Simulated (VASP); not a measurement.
The system is BP (fl.b).

```
CELL_PARAMETERS angstrom
0.00000 2.26000 2.26000
2.26000 0.00000 2.26000
2.26000 2.26000 0.00000
ATOMIC_POSITIONS crystal
B 0.00000 0.00000 0.00000
P 0.25000 0.25000 0.25000
```

* Program: VASP 6.6.1
* Task: relaxation of cell and atoms
* Functional: LDA
* Potentials or basis: VASP PAW LDA potentials, release 64 (B, P)
* Cutoff: 500 eV
* k mesh: 10 × 10 × 10
* Occupations: gaussian, width 0.02 eV
* Spin: no spin polarisation

At the start: pressure -3.4 GPa; volume 11.54 Å³/atom.

**Question.** Where does the relaxation end?

**Answer.** Over 3 steps the energy falls by 2.5 meV/atom and the volume is 11.31 Å³/atom (-2.0 %); space group F-43m (No. 216, to 0.05 Å).

The path:
| step | energy change (eV) | largest force (eV/Å) | pressure (GPa) | volume (Å³) |
| --- | --- | --- | --- | --- |
| 1 | 0.0000 | 0.0000 | -3.42 | 23.09 |
| 2 | -0.0020 | 0.0000 | 2.82 | 22.27 |
| 3 | -0.0050 | 0.0000 | -0.01 | 22.62 |

Final structure:
```xyz
2
Lattice="0.0000 2.2448 2.2448 2.2448 0.0000 2.2448 2.2448 2.2448 0.0000" Properties=species:S:1:pos:R:3 pbc="T T T"
B     0.0000    0.0000    0.0000
P     1.1224    1.1224    1.1224
```
